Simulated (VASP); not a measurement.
Set up this calculation in VASP 6.6.1, as the native input.

```
Task                   : relaxation of cell and atoms
Functional             : LDA
Potentials or basis    : VASP PAW LDA potentials, release 64 (Li_sv, Zn)
Cutoff                 : 600 eV
k mesh                 : 6 × 6 × 6
Occupations            : methfessel-paxton, width 0.15 eV
Spin                   : no spin polarisation
Target pressure        : 10 GPa
Dipole correction      : no
Further INCAR settings : ALGO = Normal; EDIFF = 1e-06; IBRION = 2; EDIFFG = -0.05; NSW = 80; ISIF = 3
```

The structure of LiZn3 lies in POSCAR:

```
LiZn3
1.0
    0.0000000000      3.0111110000      3.0111110000
    3.0111110000      0.0000000000      3.0111110000
    3.0111110000      3.0111110000      0.0000000000
Li Zn
1 3
Direct
    0.0000000000      0.0000000000      0.0000000000
    0.2500000000      0.2500000000      0.2500000000
    0.7500000000      0.7500000000      0.7500000000
    0.5000000000      0.5000000000      0.5000000000
```

These files were run (other wordings do the same):

INCAR

```
SYSTEM = LiZn3
ALGO = Normal
EDIFF = 1E-6
EDIFFG = -0.05
ENCUT = 600
IBRION = 2
ISIF = 3
ISMEAR = 1
LASPH = .True.
LCHARG = .False.
LREAL = .False.
LWAVE = .False.
NELM = 80
NSW = 80
PREC = Accurate
PSTRESS = 100.0
SIGMA = 0.15
```

KPOINTS

```
k-points
0
Gamma
  6 6 6
  0 0 0
```

Potentials or basis: VASP PAW LDA potentials, release 64 (Li_sv, Zn).

The run is started by

```console
$ cat potpaw_LDA.64/Li_sv/POTCAR potpaw_LDA.64/Zn/POTCAR > POTCAR
$ mpirun -np 1 vasp_std > vasp.out
```

Results of the run:

```json
{"Relaxed volume": "11.68 Å³/atom", "Relaxed cell": "a = 4.042 Å, b = 4.042 Å, c = 4.042 Å, α = 60.00°, β = 60.00°, γ = 60.00°", "Space group after relaxing (to 0.1 Å)": "Fm-3m (No. 225)", "Energy change on relaxing (the run minimises the enthalpy)": "+21.1 meV/atom", "Ionic steps": "3", "Pressure after relaxing": "9.6 GPa", "Band gap on the k mesh": "zero (an odd number of electrons rules out a gap without spin polarisation)"}
```

Caveat: the cutoff is under 1.25 times the usual one of these potentials, so pressure, stress and relaxed cells hold a basis-set (Pulay) error; the cell is relaxed towards a set pressure, so the run minimises the enthalpy, not the energy.

Run time: 3.1 min on 1 thread of AMD EPYC 7R13, with other jobs on the host, peak memory 0.16 GiB.
